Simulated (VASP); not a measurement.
A run of VASP 6.6.1:

The input INCAR:

```
SYSTEM = AlCo
PREC     = Accurate       ! precision mode
ENCUT    = 520            ! plane-wave cutoff, eV
EDIFF    = 1E-6           ! SCF threshold, eV
ISMEAR   = 0              ! smearing method
SIGMA    = 0.15           ! smearing width, eV
LREAL    = .FALSE.        ! projectors in reciprocal space
LASPH    = .TRUE.         ! aspherical terms in the spheres
NELM     = 100            ! most SCF steps
ALGO     = Fast           ! electronic algorithm
ISIF     = 2              ! what is computed and relaxed
LWAVE    = .FALSE.        ! write WAVECAR
LCHARG   = .FALSE.        ! write CHGCAR
GGA      = PE             ! functional
NBANDS   = 27             ! bands
```

Contents of KPOINTS:

```
Automatic mesh
0
G
  21 21 7
  0 0 0
```

Contents of POSCAR:

```
AlCo
1.0
    0.0000000000     -2.8519024102      0.0000000000
    0.0000000000      0.0000000000     -2.8519024102
    8.5557072306     -1.1407609641      0.0000000000
Al Co
3 3
Direct
    0.9000066667      1.0000000000      0.2499833333
    0.7666733333      1.0000000000      0.5833166667
    0.6333400000      1.0000000000      0.9166500000
    0.4666733333      0.5000000000      0.0833166667
    0.3333400000      0.5000000000      0.4166500000
    0.2000066667      0.5000000000      0.7499833333
```

Potentials or basis: VASP PAW PBE potentials, release 64 (Al, Co).

The run is started by

```bash
$ cat potpaw_PBE.64/Al/POTCAR potpaw_PBE.64/Co/POTCAR > POTCAR
$ mpirun -np 1 vasp_std > vasp.out
```

Hardware: 1 thread of Oxide Virtual Turin-like Processor, with other jobs on the host.

How long does it take, and how much memory?

Wall time 39 min on 1 thread of Oxide Virtual Turin-like Processor, on a shared host, peak memory 1.1 GiB. Counts: scf iterations 20, k points 814.
